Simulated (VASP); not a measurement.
Input of a VASP 6.6.1 run:

Contents of INCAR:

```
SYSTEM = BeTe
PREC = Accurate
ENCUT = 520
EDIFF = 1E-6
ISMEAR = -1
SIGMA = 0.05
LREAL = .False.
LASPH = .True.
NELM = 80
ALGO = Normal
ISIF = 2
LWAVE = .False.
LCHARG = .False.
GGA = PE
IVDW = 12
NBANDS = 11
```

Contents of KPOINTS:

```
Automatic mesh
0
Gamma
  8 8 8
  0 0 0
```

Contents of POSCAR:

```
BeTe
1.0
    0.0000000000      2.7907455110      2.7907455110
    2.7907455110      0.0000000000      2.7907455110
    2.7907455110      2.7907455110      0.0000000000
Te Be
1 1
Direct
    0.7500000000      0.7500000000      0.7500000000
    0.0000000000      0.0000000000      0.0000000000
```

Potentials or basis: VASP PAW PBE potentials, release 64 (Te, Be).

The run is started by

```bash
$ cat potpaw_PBE.64/Te/POTCAR potpaw_PBE.64/Be/POTCAR > POTCAR
$ mpirun -np 1 vasp_std > vasp.out
```

(1) What does it give for the band gap on the k mesh?

(2) What does it give for the pressure?

(3) Predict the dispersion energy per atom.

## Answers

(1) 1.91 eV, indirect (least direct gap 3.59 eV).

(2) 0.1 GPa.

(3) -0.348 eV.

Caveat: spin-orbit coupling is left out, which moves the levels of the heavy elements.
